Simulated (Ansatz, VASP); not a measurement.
**Two plane-wave programs on SiC**

The input INCAR:

```
PREC     = Accurate       # precision mode
ENCUT    = 600            # plane-wave cutoff, eV
EDIFF    = 1E-6           # SCF threshold, eV
ISMEAR   = 0              # smearing method
SIGMA    = 0.5            # smearing width, eV
LREAL    = F              # projectors in reciprocal space
LASPH    = T              # aspherical terms in the spheres
NELM     = 120            # most SCF steps
ALGO     = Normal         # electronic algorithm
ISIF     = 2              # what is computed and relaxed
LWAVE    = F              # write WAVECAR
LCHARG   = F              # write CHGCAR
GGA      = PE             # functional
NBANDS   = 11             # bands
GGA_COMPAT= F
```

The input KPOINTS:

```
regular mesh
0
Gamma
  8 8 8
```

The input POSCAR:

```
SiC
1.0
    0.0000000000      2.1780523476      2.1780523476
    2.1780523476      0.0000000000      2.1780523476
    2.1780523476      2.1780523476      0.0000000000
Si C
1 1
Direct
    0.0000000000      0.0000000000      0.0000000000
    0.2500000000      0.2500000000      0.2500000000
```

Input for Ansatz:

```yaml
crystal:
  lattice:
    - [0.0, 2.1780523476, 2.1780523476]
    - [2.1780523476, 0.0, 2.1780523476]
    - [2.1780523476, 2.1780523476, 0.0]
  atoms:
    - { symbol: Si, position: [0.0, 0.0, 0.0] }
    - { symbol: C, position: [0.25, 0.25, 0.25] }
kpoints:
  mp_grid: { grid: [8, 8, 8] }
hamiltonian:
  xc: pbe
scf:
  occupations: { method: gaussian, width: 0.5 }
  n_extra_bands: 4
output:
  forces: true
  stress: true
  eigenvalues: true
```

Alike in both runs: task single point; functional PBE; k mesh 8 × 8 × 8; occupations gaussian, width 0.5 eV; no spin polarisation.

|  | VASP | Ansatz |
| --- | --- | --- |
| version | VASP 6.6.1 | Ansatz 0.2.0 |
| potentials or method | VASP PAW PBE potentials, release 64 (Si, C) | plane waves |
| plane-wave cutoff (eV) | 600 | 420 |
| valence electrons in the cell | 8 | 8 |

|  | VASP | Ansatz | Ansatz less VASP |
| --- | --- | --- | --- |
| pressure (GPa) | 3.4 | 3.6 | +0.19 |

The functional is the same, so the differences come from potentials, cutoffs and numerics.
